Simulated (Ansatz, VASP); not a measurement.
# One calculation of ScAl3, two programs

The input INCAR:

```
SYSTEM = ScAl3
PREC = Accurate ; ENCUT = 500
EDIFF = 1E-6 ; ISMEAR = 0
SIGMA = 0.1 ; LREAL = .FALSE.
LASPH = .TRUE. ; NELM = 120
ALGO = Normal ; ISIF = 2
LWAVE = .FALSE. ; LCHARG = .FALSE.
GGA = PS ; NBANDS = 18
GGA_COMPAT = .FALSE.
```

KPOINTS

```
Automatic mesh
0
G
  4 4 4
  0 0 0
```

File POSCAR:

```
ScAl3
1.0
    4.0712516507      0.0000000000      0.0000000000
    0.0000000000      4.0712516507      0.0000000000
    0.0000000000      0.0000000000      4.0712516507
Sc Al
1 3
Direct
    0.0000000000      0.0000000000      0.0000000000
    0.5000000000      0.0000000000      0.5000000000
    0.0000000000      0.5000000000      0.5000000000
    0.5000000000      0.5000000000      0.0000000000
```

Input for Ansatz:

```yaml
crystal:
  lattice:
    - [4.0712516507, 0.0, 0.0]
    - [0.0, 4.0712516507, 0.0]
    - [0.0, 0.0, 4.0712516507]
  atoms:
    - { symbol: Sc, position: [0.0, 0.0, 0.0] }
    - { symbol: Al, position: [0.5, 0.0, 0.5] }
    - { symbol: Al, position: [0.0, 0.5, 0.5] }
    - { symbol: Al, position: [0.5, 0.5, 0.0] }
basis:
  ecutwfc: 420
kpoints:
  mp_grid: { grid: [4, 4, 4] }
hamiltonian:
  xc: pbesol
  pseudopotentials: { kind: paw, azcp: { folder: soft_1 } }
scf:
  occupations: { method: gaussian, width: 0.1 }
output:
  forces: true
  stress: true
  eigenvalues: true
```

Alike in both runs: task single point; functional PBEsol; k mesh 4 × 4 × 4; occupations gaussian, width 0.1 eV; no spin polarisation.

|  | VASP | Ansatz |
| --- | --- | --- |
| version | VASP 6.6.1 | Ansatz 0.2.0 |
| potentials or method | VASP PAW PBE potentials, release 64 (Sc_sv, Al), cutoff 500 eV | scalar-relativistic, plane waves, PAW |
| valence electrons in the cell | 20 | 20 |

|  | VASP | Ansatz | Ansatz less VASP |
| --- | --- | --- | --- |
| gap on the k mesh at the Fermi level (eV) | none | none | - |
| pressure (GPa) | 0.2 | 0.2 | -0.10 |

VASP's potentials were made for PBE, not for PBEsol, and Ansatz warns of the same on its side. A gap of «none» marks a metal or a gap that the smearing closes. The functional is the same, so the differences come from potentials, cutoffs and numerics.

The k mesh is coarse, so the values compare programs but aren't converged.
